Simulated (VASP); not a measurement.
# PbO2 (Fm-3m) in VASP: settings compared, part 2 of 2

VASP 6.6.1.

### Step 3. Single point, HSE06

The input, POSCAR:

```
PbO2
1.0
    0.0000000000      2.7019920000      2.7019920000
    2.7019920000      0.0000000000      2.7019920000
    2.7019920000      2.7019920000      0.0000000000
Pb O
1 2
Direct
    0.0000000000      0.0000000000      0.0000000000
    0.7500000000      0.7500000000      0.7500000000
    0.2500000000      0.2500000000      0.2500000000
```

The input, INCAR.step1:

```
SYSTEM = PbO2
PREC     = Accurate       ! precision mode
ENCUT    = 520            ! plane-wave cutoff, eV
EDIFF    = 1E-5           ! SCF threshold, eV
ISMEAR   = -1             ! smearing method
SIGMA    = 0.05           ! smearing width, eV
LREAL    = .FALSE.        ! projectors in reciprocal space
LASPH    = .TRUE.         ! aspherical terms in the spheres
NELM     = 80             ! most SCF steps
ALGO     = Normal         ! electronic algorithm
ISIF     = 2              ! what is computed and relaxed
LWAVE    = .TRUE.         ! write WAVECAR
NBANDS   = 20             ! bands
GGA      = PE             ! functional
```

The input, INCAR.step2:

```
SYSTEM = PbO2
PREC     = Accurate       ! precision mode
ENCUT    = 520            ! plane-wave cutoff, eV
EDIFF    = 1E-6           ! SCF threshold, eV
ISMEAR   = -1             ! smearing method
SIGMA    = 0.05           ! smearing width, eV
LREAL    = .FALSE.        ! projectors in reciprocal space
LASPH    = .TRUE.         ! aspherical terms in the spheres
NELM     = 80             ! most SCF steps
ALGO     = Normal         ! electronic algorithm
ISIF     = 2              ! what is computed and relaxed
LWAVE    = .FALSE.        ! write WAVECAR
LCHARG   = .TRUE.         ! write CHGCAR
GGA      = PE             ! functional
LHFCALC  = .TRUE.         ! exact exchange
HFSCREEN = 0.2079         ! screening, 1/A
PRECFOCK = Normal       
LELF     = .TRUE.         ! ELF
LVHAR    = .TRUE.       
NBANDS   = 20             ! bands
ISTART   = 1
```

The input, KPOINTS:

```
regular mesh
0
G
  5 5 5
  0 0 0
```

Potentials or basis: VASP PAW PBE potentials, release 64 (Pb_d, O).

On the command line:

```sh
cat potpaw_PBE.64/Pb_d/POTCAR potpaw_PBE.64/O/POTCAR > POTCAR
cp INCAR.step1 INCAR
mpirun -np 1 vasp_std > vasp.out
cp INCAR.step2 INCAR
mpirun -np 1 vasp_std > vasp.out
```

OUTCAR:

```text
SYSTEM = PbO2
   PREC = Accurate
   ENCUT = 520
   EDIFF = 1E-6
   ISMEAR = -1
   LREAL = .FALSE.
   LASPH = .TRUE.
   NELM = 80
   ISIF = 2
   GGA = PE
   LHFCALC = .TRUE.
   HFSCREEN = 0.2079
   PRECFOCK = Normal
   ISTART = 1

 ion  position               nearest neighbor table
   1  0.000  0.000  0.000-   2 2.34   2 2.34   2 2.34   3 2.34   3 2.34   3 2.34   3 2.34   2 2.34

   2  0.750  0.750  0.750-   1 2.34   1 2.34   1 2.34   1 2.34
   3  0.250  0.250  0.250-   1 2.34   1 2.34   1 2.34   1 2.34

  LATTYP: Found a face centered cubic cell.
 ALAT       =     5.4039840000

  Lattice vectors:

 A1 = (   0.0000000000,   2.7019920000,   2.7019920000)
 A2 = (   2.7019920000,   0.0000000000,   2.7019920000)
 A3 = (   2.7019920000,   2.7019920000,   0.0000000000)

Analysis of symmetry for initial positions (statically):
=====================================================================
 Subroutine PRICEL returns:
 Original cell was already a primitive cell.

 Routine SETGRP: Setting up the symmetry group for a
 face centered cubic supercell.

[... 156 lines left out ...]
  free energy    TOTEN  =       -19.84559546 eV

  energy without entropy =      -19.84183928  energy(sigma->0) =      -19.84371737

 E-fermi :   4.6523     XC(G=0):  -9.1514

 val. band max:        4.4831859677   @ k =  -0.4000   0.4000   0.2000
 cond. band min:       6.1584627339   @ k =   0.2000   0.2000   0.0000
 fundamental gap:      1.6752767662
 Fermi energy:         4.6522689934

 k-point     1 :       0.0000    0.0000    0.0000
  band No.  band energies     occupation
      1     -15.5834      2.00000
      2     -12.6811      2.00000
      3     -12.3797      2.00000
      4     -12.3797      2.00000
      5     -12.3797      2.00000
      6     -12.0934      2.00000
[... 219 lines left out ...]
     19      22.2971      0.00000
     20      23.9479      0.00000

------------------------ aborting loop because EDIFF is reached ----------------------------------------

  FORCE on cell =-STRESS in cart. coord.  units (eV):
  Direction    XX          YY          ZZ          XY          YZ          ZX
  --------------------------------------------------------------------------------------
  -------------------------------------------------------------------------------------
  Total       -2.6820074     -2.6820074     -2.6820074      0.0000000      0.0000000      0.0000000
  in kB     -108.9151707   -108.9151707   -108.9151707      0.0000000      0.0000000      0.0000000
  external PRESSURE =    -108.9151707 kB  Pullay stress =       0.0000000 kB

 VOLUME and BASIS-vectors are now :
 -----------------------------------------------------------------------------
  energy-cutoff  :      520.00
  volume of cell :       39.45
      direct lattice vectors                 reciprocal lattice vectors
     0.000000000  2.701992000  2.701992000    -0.185048660  0.185048660  0.185048660
     2.701992000  0.000000000  2.701992000     0.185048660 -0.185048660  0.185048660
     2.701992000  2.701992000  0.000000000     0.185048660  0.185048660 -0.185048660

 POSITION                                       TOTAL-FORCE (eV/Angst)
 -----------------------------------------------------------------------------------
      0.00000      0.00000      0.00000         0.000000      0.000000     -0.000000
      4.05299      4.05299      4.05299        -0.000000      0.000000      0.000000
      1.35100      1.35100      1.35100         0.000000     -0.000000     -0.000000
 -----------------------------------------------------------------------------------
    total drift:                               -0.000003      0.000009      0.000003

  FREE ENERGIE OF THE ION-ELECTRON SYSTEM (eV)
  ---------------------------------------------------
  free  energy   TOTEN  =       -19.8455954572 eV

  energy  without entropy=      -19.8418392787  energy(sigma->0) =      -19.84371737
```

OSZICAR.step1:

```text
N       E                     dE             d eps       ncg     rms          rms(c)
DAV:   1     0.275695148087E+03    0.27570E+03   -0.13478E+04   408   0.161E+03
DAV:   2     0.812217240659E+01   -0.26757E+03   -0.25543E+03   416   0.439E+02
DAV:   3    -0.175051633154E+02   -0.25627E+02   -0.25184E+02   484   0.137E+02
DAV:   4    -0.183246669514E+02   -0.81950E+00   -0.81762E+00   440   0.242E+01
DAV:   5    -0.183478010990E+02   -0.23134E-01   -0.23133E-01   556   0.445E+00    0.953E+00
DAV:   6    -0.156324885244E+02    0.27153E+01   -0.11151E+01   596   0.408E+01    0.297E+00
DAV:   7    -0.156226511139E+02    0.98374E-02   -0.56852E-01   448   0.783E+00    0.171E+00
DAV:   8    -0.156238813027E+02   -0.12302E-02   -0.16658E-01   424   0.397E+00    0.830E-01
DAV:   9    -0.156135545390E+02    0.10327E-01   -0.28359E-02   548   0.199E+00    0.155E-01
DAV:  10    -0.156143077395E+02   -0.75320E-03   -0.48839E-03   428   0.480E-01    0.777E-02
DAV:  11    -0.156143032991E+02    0.44405E-05   -0.17227E-04   452   0.106E-01    0.318E-02
DAV:  12    -0.156143052824E+02   -0.19833E-05   -0.35468E-05   420   0.446E-02
   1 F= -.15614305E+02 E0= -.15612402E+02  d E =-.380678E-02
```

Run time: 21 min. Hardware: 1 thread of Intel Xeon Platinum 8559C (Emerald Rapids), shared host; peak memory 0.29 GiB.

Results:

| Item | Value |
| --- | --- |
| Free energy | -19.8456 eV |
| Pressure | -10.9 GPa |
| Band gap on the k mesh | zero (band 13 reaches 4.48 eV, above the bottom of band 14 at 3.40 eV) |

Levels at points of the mesh, in eV from the Fermi level:
| k point | band 9 | band 10 | band 11 | band 12 | band 13 | band 14 | band 15 | band 16 | band 17 | band 18 |
| --- | --- | --- | --- | --- | --- | --- | --- | --- | --- | --- |
| (0.00, 0.00, 0.00) | -2.18 | -2.18 | -1.88 | -1.25 | -1.25 | -1.25 | 8.46 | 8.46 | 8.46 | 13.28 |

Caveat: the k points lie up to 0.40 Å⁻¹ apart; the PAW data sets were made with another functional, which shifts forces and pressure a little; spin-orbit coupling is left out, which moves the levels of the heavy elements.

### Step 4. Single point, r2SCAN-based global hybrid

POSCAR is that of step 3.

The input, INCAR.step1:

```
SYSTEM = PbO2
PREC = Accurate
ENCUT = 520
EDIFF = 1E-5
ISMEAR = -1
SIGMA = 0.05
LREAL = .False.
LASPH = .True.
NELM = 100
ALGO = Normal
ISIF = 2
LWAVE = .True.
LCHARG = .False.
NBANDS = 20
GGA = PE
```

The input, INCAR.step2:

```
SYSTEM = PbO2
PREC = Accurate
ENCUT = 520
EDIFF = 1E-7
ISMEAR = -1
SIGMA = 0.05
LREAL = .False.
LASPH = .True.
NELM = 100
ALGO = Normal
ISIF = 2
LWAVE = .False.
LCHARG = .False.
METAGGA = R2SCAN
LHFCALC = .True.
AEXX = 0.1
LMIXTAU = .True.
PRECFOCK = Normal
NBANDS = 20
ISTART = 1
```

The input, KPOINTS:

```
Automatic mesh
0
Gamma
  5 5 5
  0 0 0
```

Potentials or basis: VASP PAW PBE potentials, release 64 (Pb_d, O).

On the command line:

```sh
cat potpaw_PBE.64/Pb_d/POTCAR potpaw_PBE.64/O/POTCAR > POTCAR
cp INCAR.step1 INCAR
mpirun -np 1 vasp_std > vasp.out
cp INCAR.step2 INCAR
mpirun -np 1 vasp_std > vasp.out
```

OUTCAR:

```text
SYSTEM = PbO2
   PREC = Accurate
   ENCUT = 520
   EDIFF = 1E-7
   ISMEAR = -1
   LREAL = .False.
   LASPH = .True.
   NELM = 100
   ISIF = 2
   METAGGA = R2SCAN
   LHFCALC = .True.
   AEXX = 0.1
   PRECFOCK = Normal
   ISTART = 1

 ion  position               nearest neighbor table
   1  0.000  0.000  0.000-   2 2.34   2 2.34   2 2.34   3 2.34   3 2.34   3 2.34   3 2.34   2 2.34

   2  0.750  0.750  0.750-   1 2.34   1 2.34   1 2.34   1 2.34
   3  0.250  0.250  0.250-   1 2.34   1 2.34   1 2.34   1 2.34

  LATTYP: Found a face centered cubic cell.
 ALAT       =     5.4039840000

  Lattice vectors:

 A1 = (   0.0000000000,   2.7019920000,   2.7019920000)
 A2 = (   2.7019920000,   0.0000000000,   2.7019920000)
 A3 = (   2.7019920000,   2.7019920000,   0.0000000000)

Analysis of symmetry for initial positions (statically):
=====================================================================
 Subroutine PRICEL returns:
 Original cell was already a primitive cell.

 Routine SETGRP: Setting up the symmetry group for a
[... 157 lines left out ...]
  ---------------------------------------------------
  free energy    TOTEN  =       -67.70855706 eV

  energy without entropy =      -67.70480677  energy(sigma->0) =      -67.70668192

 E-fermi :   4.7970     XC(G=0): -10.8436

 val. band max:        4.6285153496   @ k =  -0.4000   0.4000   0.2000
 cond. band min:       6.2268441019   @ k =   0.2000   0.2000   0.0000
 fundamental gap:      1.5983287524
 Fermi energy:         4.7970023312

 k-point     1 :       0.0000    0.0000    0.0000
  band No.  band energies     occupation
      1     -15.2426      2.00000
      2     -12.4517      2.00000
      3     -11.8854      2.00000
      4     -11.8854      2.00000
      5     -11.8854      2.00000
      6     -11.6173      2.00000
[... 219 lines left out ...]
     19      22.3928      0.00000
     20      24.2467      0.00000

------------------------ aborting loop because EDIFF is reached ----------------------------------------

  FORCE on cell =-STRESS in cart. coord.  units (eV):
  Direction    XX          YY          ZZ          XY          YZ          ZX
  --------------------------------------------------------------------------------------
  -------------------------------------------------------------------------------------
  Total       -2.3772249     -2.3772249     -2.3772249      0.0000000     -0.0000000      0.0000000
  in kB      -96.5380852    -96.5380852    -96.5380852      0.0000000     -0.0000000      0.0000000
  external PRESSURE =     -96.5380852 kB  Pullay stress =       0.0000000 kB

 VOLUME and BASIS-vectors are now :
 -----------------------------------------------------------------------------
  energy-cutoff  :      520.00
  volume of cell :       39.45
      direct lattice vectors                 reciprocal lattice vectors
     0.000000000  2.701992000  2.701992000    -0.185048660  0.185048660  0.185048660
     2.701992000  0.000000000  2.701992000     0.185048660 -0.185048660  0.185048660
     2.701992000  2.701992000  0.000000000     0.185048660  0.185048660 -0.185048660

 POSITION                                       TOTAL-FORCE (eV/Angst)
 -----------------------------------------------------------------------------------
      0.00000      0.00000      0.00000        -0.000000      0.000000      0.000000
      4.05299      4.05299      4.05299        -0.000000     -0.000000     -0.000000
      1.35100      1.35100      1.35100         0.000000      0.000000      0.000000
 -----------------------------------------------------------------------------------
    total drift:                                0.000000      0.000000      0.000000

  FREE ENERGIE OF THE ION-ELECTRON SYSTEM (eV)
  ---------------------------------------------------
  free  energy   TOTEN  =       -67.7085570558 eV

  energy  without entropy=      -67.7048067748  energy(sigma->0) =      -67.70668192
```

OUTCAR.step1:

```text
SYSTEM = PbO2
   PREC = Accurate
   ENCUT = 520
   EDIFF = 1E-5
   ISMEAR = -1
   LREAL = .False.
   LASPH = .True.
[... 437 lines left out ...]
      0.00000      0.00000      0.00000        -0.000000      0.000000     -0.000000
      4.05299      4.05299      4.05299        -0.000000     -0.000000     -0.000000
      1.35100      1.35100      1.35100         0.000000      0.000000      0.000000
 -----------------------------------------------------------------------------------
    total drift:                                0.000000     -0.000000      0.000000

  FREE ENERGIE OF THE ION-ELECTRON SYSTEM (eV)
  ---------------------------------------------------
  free  energy   TOTEN  =       -15.6143052824 eV

  energy  without entropy=      -15.6104984986  energy(sigma->0) =      -15.61240189
```

Wall time 30 min (1 thread of Intel Xeon Platinum 8375C at 2.90GHz (Ice Lake), shared host); peak memory 0.18 GiB.

What came out:

* Free energy: -67.7086 eV
* Pressure: -9.7 GPa
* Band gap on the k mesh: zero (band 13 reaches 4.63 eV, above the bottom of band 14 at 3.56 eV)

Levels at points of the mesh, in eV from the Fermi level:
| k point | band 11 | band 12 | band 13 | band 14 | band 15 | band 16 |
| --- | --- | --- | --- | --- | --- | --- |
| (0.00, 0.00, 0.00) | -2.12 | -1.24 | -1.24 | -1.24 | 8.42 | 8.42 |

Caveat: the k points lie up to 0.40 Å⁻¹ apart; the PAW data sets were made with another functional, which shifts forces and pressure a little; spin-orbit coupling is left out, which moves the levels of the heavy elements.

### Step 5. Single point, PBE

The input, INCAR:

```
SYSTEM = PbO2
ALGO = Normal
EDIFF = 1E-7
ENCUT = 520
GGA = PE
ISIF = 2
ISMEAR = -1
LASPH = .True.
LCHARG = .True.
LELF = .True.
LREAL = .False.
LVHAR = .True.
LWAVE = .False.
NBANDS = 20
NELM = 80
PREC = Accurate
SIGMA = 0.04
```

The input, KPOINTS:

```
k-points
0
Gamma
  4 4 4
  0 0 0
```

POSCAR is that of step 4.

On the command line:

```sh
cat potpaw_PBE.64/Pb_d/POTCAR potpaw_PBE.64/O/POTCAR > POTCAR
mpirun -np 1 vasp_std > vasp.out
```

It took 8.9 s on 1 thread of Intel Xeon Platinum 8259CL at 2.50GHz (Skylake/Cascade Lake), shared host; peak memory 0.15 GiB.

The run converged. Its results:

| Property | Result |
| --- | --- |
| Free energy | -15.6245 eV |
| Pressure | 0.2 GPa |
| Band gap on the k mesh | zero (band 13 reaches 5.65 eV, above the bottom of band 14 at 4.44 eV) |

Levels at points of the mesh, in eV from the Fermi level:
| k point | band 9 | band 10 | band 11 | band 12 | band 13 | band 14 | band 15 | band 16 | band 17 | band 18 |
| --- | --- | --- | --- | --- | --- | --- | --- | --- | --- | --- |
| (0.00, 0.00, 0.00) | -2.05 | -2.05 | -2.05 | -1.28 | -1.28 | -1.28 | 6.91 | 6.91 | 6.91 | 11.70 |
| (0.50, 0.00, 0.00) | -3.36 | -2.84 | -2.84 | -1.49 | -1.49 | 2.49 | 7.06 | 9.41 | 9.41 | 14.29 |
| (0.50, 0.50, 0.00) | -4.54 | -4.54 | -0.32 | -0.22 | -0.22 | 1.59 | 6.11 | 9.37 | 10.73 | 10.73 |

Caveat: the k points lie up to 0.50 Å⁻¹ apart; spin-orbit coupling is left out, which moves the levels of the heavy elements.

### Step 6. Single point, r2SCAN

This run uses another cell than the first one, of 12.63 Å³/atom, 0.960 times its volume.

The input, POSCAR:

```
PbO2
1.0
    0.0000000000      2.6654741181      2.6654741181
    2.6654741181      0.0000000000      2.6654741181
    2.6654741181      2.6654741181      0.0000000000
Pb O
1 2
Direct
    0.0000000000      0.0000000000      0.0000000000
    0.7500000000      0.7500000000      0.7500000000
    0.2500000000      0.2500000000      0.2500000000
```

The input, INCAR.step1:

```
ALGO = Normal ; EDIFF = 1E-5
ENCUT = 910 ; GGA = PE
GGA_COMPAT = F ; ISMEAR = -1
LASPH = T ; LCHARG = F
LREAL = F ; LWAVE = T
NBANDS = 20 ; NELM = 120
PREC = Accurate ; SIGMA = 0.05
```

The input, INCAR.step2:

```
ALGO = Normal ; EDIFF = 1E-6
ENCUT = 910 ; GGA_COMPAT = F
ISIF = 2 ; ISMEAR = -1
ISTART = 1 ; LASPH = T
LCHARG = F ; LMIXTAU = T
LREAL = F ; LWAVE = F
METAGGA = R2SCAN ; NBANDS = 20
NELM = 120 ; PREC = Accurate
SIGMA = 0.05
```

The input, KPOINTS:

```
k-points
0
Gamma
  9 9 9
```

Potentials or basis: VASP PAW PBE potentials, release 64 (Pb_d, O_h).

On the command line:

```sh
cat potpaw_PBE.64/Pb_d/POTCAR potpaw_PBE.64/O_h/POTCAR > POTCAR
cp INCAR.step1 INCAR
mpirun -np 1 vasp_std > vasp.out
cp INCAR.step2 INCAR
mpirun -np 1 vasp_std > vasp.out
```

It took 2.1 min on 1 thread of Intel Xeon 6975P-C (Granite Rapids), shared host; peak memory 0.29 GiB.

Results (log left out):

* Free energy: -70.7953 eV
* Pressure: 0.0 GPa
* Band gap on the k mesh: zero (band 13 reaches 6.16 eV, above the bottom of band 14 at 4.90 eV)

Levels at points of the mesh, in eV from the Fermi level:
| k point | band 10 | band 11 | band 12 | band 13 | band 14 | band 15 | band 16 | band 17 |
| --- | --- | --- | --- | --- | --- | --- | --- | --- |
| (0.00, 0.00, 0.00) | -2.12 | -2.12 | -1.33 | -1.33 | -1.33 | 7.75 | 7.75 | 7.75 |

Caveat: the cutoff is under 1.25 times the usual one of these potentials, so pressure, stress and relaxed cells hold a basis-set (Pulay) error; the PAW data sets were made with another functional, which shifts forces and pressure a little; spin-orbit coupling is left out, which moves the levels of the heavy elements.

### Step 7. Summary

| level | potentials or basis | spin | cell | k mesh | cutoff (eV) | smearing | grid for exact exchange (PRECFOCK) | screening parameter | share of exact exchange | second run | gap on the mesh (eV) | pressure (GPa) |
| --- | --- | --- | --- | --- | --- | --- | --- | --- | --- | --- | --- | --- |
| PBEsol | VASP PAW PBE potentials, release 64 (Pb_d, O) | non-collinear, zero start, SOC | a = 3.821 Å, angles 60.0°, 3 atoms | 9 × 9 × 9 | 520 | fermi-dirac 0.05 eV | - | - | - | - | - | -5.8 |
| HSE06 | VASP PAW PBE potentials, release 64 (Pb_d, O) | off | a = 3.821 Å, angles 60.0°, 3 atoms | 5 × 5 × 5 | 520 | fermi-dirac 0.05 eV | Normal | 0.2079 1/Å | - | - | none | -10.9 |
| r2SCAN-based global hybrid | VASP PAW PBE potentials, release 64 (Pb_d, O) | off | a = 3.821 Å, angles 60.0°, 3 atoms | 5 × 5 × 5 | 520 | fermi-dirac 0.05 eV | Normal | - | 0.1 | - | none | -9.7 |
| PBE | VASP PAW PBE potentials, release 64 (Pb_d, O) | off | a = 3.821 Å, angles 60.0°, 3 atoms | 4 × 4 × 4 | 520 | fermi-dirac 0.04 eV | - | - | - | - | none | 0.2 |
| r2SCAN | VASP PAW PBE potentials, release 64 (Pb_d, O_h) | off | a = 3.770 Å, angles 60.0°, 3 atoms | 9 × 9 × 9 | 910 | fermi-dirac 0.05 eV | - | - | - | hard_potentials | none | 0.0 |

Alike in all rows: task single point.

Caveats: some runs use coarse meshes; the PAW data sets were made with another functional, which shifts forces and pressure a little (some runs); spin-orbit coupling is left out, which moves the levels of the heavy elements (some runs); the cutoff is under 1.25 times the usual one of these potentials, so pressure, stress and relaxed cells hold a basis-set (Pulay) error (some runs).

Total energies depend on the potentials used, so only differences within one code and one set of settings carry meaning.
